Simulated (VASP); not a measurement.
Write the native input for VASP 6.6.1 that does the following.

```
Task                   : single point
Functional             : PBE
Potentials or basis    : VASP PAW PBE potentials, release 64 (Be, S)
Cutoff                 : 520 eV
k mesh                 : 6 × 6 × 6
Occupations            : gaussian, width 0.01 eV
Spin                   : no spin polarisation
Dipole correction      : no
Further INCAR settings : ALGO = Normal; EDIFF = 1e-07; NBANDS = 11
```

The structure of BeS lies in POSCAR:

```
BeS
1.0
    0.0000000000      2.4343066359      2.4343066359
    2.4343066359      0.0000000000      2.4343066359
    2.4343066359      2.4343066359      0.0000000000
Be S
1 1
Direct
    0.0000000000      0.0000000000      0.0000000000
    0.2500000000      0.2500000000      0.2500000000
```

The input as run:

INCAR

```
ALGO = Normal
EDIFF = 1E-7
ENCUT = 520
GGA = PE
ISIF = 2
ISMEAR = 0
LASPH = T
LCHARG = F
LREAL = F
LWAVE = F
NBANDS = 11
NELM = 100
PREC = Accurate
SIGMA = 0.01
```

KPOINTS

```
k-points
0
Gamma
  6 6 6
```

Potentials or basis: VASP PAW PBE potentials, release 64 (Be, S).

Command:

```sh
$ cat potpaw_PBE.64/Be/POTCAR potpaw_PBE.64/S/POTCAR > POTCAR
$ mpirun -np 1 vasp_std > vasp.out
```

Results of the run:

```json
{
  "Pressure": "0.5 GPa",
  "Band gap on the k mesh": "3.14 eV, indirect (least direct gap 5.67 eV)"
}
```

Run time: 7.8 s on 1 thread of Intel(R) Xeon(R) Platinum 8259CL CPU @ 2.50GHz (Skylake/Cascade Lake), on a shared host, peak memory 0.14 GiB.
